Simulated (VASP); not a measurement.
Wanted: the native input for a VASP 6.6.1 run.

```yaml
Task: single point
Functional: LDA
Potentials_or_basis: VASP PAW LDA potentials, release 64 (Mg, Sb, Ge_d)
Cutoff: 520 eV
k_mesh: 6 × 6 × 4
Occupations: fermi-dirac, width 0.02 eV
Spin: no spin polarisation
Dipole_correction: no
Further_INCAR_settings: ALGO = Normal; EDIFF = 1e-06; NBANDS = 21
```

The structure of MgGeSb2 lies in POSCAR:

```
MgGeSb2
1.0
    4.3490991935      0.0000000000      0.0000000000
    0.0000000000      4.3490991935      0.0000000000
    0.0000000000      0.0000000000      6.3936762230
Mg Sb Ge
1 2 1
Direct
    0.0000000000      0.0000000000      0.0000000000
    0.0000000000      0.5000000000      0.2599339403
    0.5000000000      0.0000000000      0.7400660597
    0.5000000000      0.5000000000      0.5000000000
```

The input as run:

INCAR

```
PREC = Accurate
ENCUT = 520
EDIFF = 1E-6
ISMEAR = -1
SIGMA = 0.02
LREAL = F
LASPH = T
NELM = 60
ALGO = Normal
ISIF = 2
LWAVE = F
LCHARG = F
NBANDS = 21
```

KPOINTS

```
Automatic mesh
0
Gamma
  6 6 4
```

Potentials or basis: VASP PAW LDA potentials, release 64 (Mg, Sb, Ge_d).

Run with:

```bash
$ cat potpaw_LDA.64/Mg/POTCAR potpaw_LDA.64/Sb/POTCAR potpaw_LDA.64/Ge_d/POTCAR > POTCAR
$ mpirun -np 1 vasp_std > vasp.out
```

Results of the run:

The pressure is 0.0 GPa. The largest force is 0.022 eV/Å. The band gap on the k mesh is zero (bands 13 and 14 overlap by 0.27 eV).

Caveat: semilocal functionals underestimate gaps, and a narrow one can read as zero; spin-orbit coupling is left out, which moves the levels of the heavy elements.

Wall time 100 s on 1 thread of Oxide Virtual Turin-like Processor, on a shared host, peak memory 0.2 GiB.
